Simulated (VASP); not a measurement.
Wanted: the native input for a VASP 6.6.1 run.

```
Task                   : single point
Functional             : PBE
Potentials or basis    : VASP PAW PBE potentials, release 64 (Mn_pv, F)
Cutoff                 : 600 eV
k mesh                 : 8 × 8 × 6
Occupations            : gaussian, width 0.05 eV
Spin                   : collinear spin, ferromagnetic start
Starting moments       : [5.0, 0.0, 0.0] μB
Hubbard terms          : Mn d U = 3.9 eV
Dipole correction      : no
Further INCAR settings : ALGO = Normal; EDIFF = 1e-06; NBANDS = 24
```

The structure of MnF2 lies in POSCAR:

```
MnF2
1.0
    3.3743128661      0.0000000000      0.0000000000
   -1.6871564330      2.9222406624      0.0000000000
    0.0000000000      0.0000000000      4.9576215098
Mn F
1 2
Direct
    0.0000000000      0.0000000000      0.0000000000
    0.3333333333      0.6666666667      0.1942625801
    0.6666666667      0.3333333333      0.8057374199
```

These files were run (other wordings do the same):

INCAR

```
ALGO     = Normal         # electronic algorithm
EDIFF    = 1E-6           # SCF threshold, eV
ENCUT    = 600            # plane-wave cutoff, eV
GGA      = PE             # functional
GGA_COMPAT= F            
ISIF     = 2              # what is computed and relaxed
ISMEAR   = 0              # smearing method
ISPIN    = 2              # spin polarisation
LASPH    = T              # aspherical terms in the spheres
LCHARG   = T              # write CHGCAR
LDAU     = T              # DFT+U
LDAUJ    = 0 0          
LDAUL    = 2 -1           # shell
LDAUPRINT= 1            
LDAUTYPE = 2            
LDAUU    = 3.9 0          # U, eV
LELF     = T              # ELF
LMAXMIX  = 4              # l up to which the mixer works
LORBIT   = 11             # projections on sites
LREAL    = F              # projectors in reciprocal space
LVHAR    = T            
LWAVE    = F              # write WAVECAR
MAGMOM   = 5 0 0          # initial moments
NBANDS   = 24             # bands
NELM     = 200            # most SCF steps
PREC     = Accurate       # precision mode
SIGMA    = 0.05           # smearing width, eV
```

KPOINTS

```
k-points
0
Gamma
  8 8 6
```

Potentials or basis: VASP PAW PBE potentials, release 64 (Mn_pv, F).

Launch:

```sh
$ cat potpaw_PBE.64/Mn_pv/POTCAR potpaw_PBE.64/F/POTCAR > POTCAR
$ mpirun -np 1 vasp_std > vasp.out
```

It gave:

```json
{"Pressure": "-0.8 GPa", "Largest force": "0.040 eV/Å", "Band gap on the k mesh": "3.10 eV, indirect (least direct gap 3.12 eV)", "Net moment": "5.00 μB per cell", "Site moments": "Mn +4.68; F +0.05 μB", "Valence electrons inside the program's atomic spheres": "Mn 11.21; F 6.09"}
```

Caveat: a cell with one magnetic atom can't hold antiferromagnetic order, which such compounds often take.

Run time: 2.2 min on 1 thread of AMD EPYC 9R45 (Zen 5), on a shared host, peak memory 0.23 GiB.
